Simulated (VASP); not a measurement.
Cs, 2 atoms in the cell. It takes space group P6_3/mmc (No. 194, hexagonal). Conventional cell: a = 5.566 Å, b = 5.566 Å, c = 9.258 Å, α = 90.00°, β = 90.00°, γ = 120.00°. 

| Property | Result |
| --- | --- |
| Program | VASP 6.6.1 |
| Task | single point |
| Functional | r2SCAN |
| Potentials or basis | VASP PAW PBE potentials, release 64 (Cs_sv) |
| Cutoff | 520 eV |
| k mesh | 5 × 5 × 3 |
| Occupations | gaussian, width 0.1 eV |
| Spin | no spin polarisation |
| Dipole correction | no |
| Further INCAR settings | ALGO = Normal; EDIFF = 1e-07; NBANDS = 16 |

Potentials or basis: VASP PAW PBE potentials, release 64 (Cs_sv).

The run is started by

```console
$ cat potpaw_PBE.64/Cs_sv/POTCAR > POTCAR
$ cp INCAR.step1 INCAR
$ mpirun -np 1 vasp_std > vasp.out
$ cp INCAR.step2 INCAR
$ mpirun -np 1 vasp_std > vasp.out
```

Hardware: 1 thread of AMD EPYC 9R45 96-Core Processor (Zen 5), with other jobs on the host.

How long does it take, and how much memory?

Wall time 2.6 min on 1 thread of AMD EPYC 9R45 96-Core Processor (Zen 5), with other jobs on the host, peak memory 0.36 GiB. Counts: k points 10.
